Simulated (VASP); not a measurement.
Here is a VASP 6.6.1 calculation.

File INCAR:

```
SYSTEM = Sc4AlAs
PREC = Accurate
ENCUT = 600
EDIFF = 1E-6
ISMEAR = 0
SIGMA = 0.1
LREAL = .False.
LASPH = .True.
NELM = 100
ALGO = Normal
ISIF = 3
LWAVE = .False.
LCHARG = .False.
GGA = PE
IBRION = 2
NSW = 90
EDIFFG = -0.04
```

The input KPOINTS:

```
regular mesh
0
Gamma
  4 4 4
  0 0 0
```

File POSCAR:

```
Sc4AlAs
1.0
    0.0000000000      3.8246217400      3.8246217400
    3.8246217400      0.0000000000      3.8246217400
    3.8246217400      3.8246217400      0.0000000000
Sc Al As
4 1 1
Direct
    0.8791283700      0.3736238800      0.3736238800
    0.3736238800      0.3736238800      0.3736238800
    0.3736238800      0.8791283700      0.3736238800
    0.3736238800      0.3736238800      0.8791283700
    0.7500000000      0.7500000000      0.7500000000
    0.0000000000      0.0000000000      0.0000000000
```

Potentials or basis: VASP PAW PBE potentials, release 64 (Sc_sv, Al, As).

Run with:

```console
$ cat potpaw_PBE.64/Sc_sv/POTCAR potpaw_PBE.64/Al/POTCAR potpaw_PBE.64/As/POTCAR > POTCAR
$ mpirun -np 1 vasp_std > vasp.out
```

(1) Predict the space group after relaxing (to 0.05 Å).

(2) Estimate the relaxed cell.

Answers

(1) F-43m (No. 216).

(2) a = 5.726 Å, b = 5.726 Å, c = 5.726 Å, α = 60.00°, β = 60.00°, γ = 60.00°.
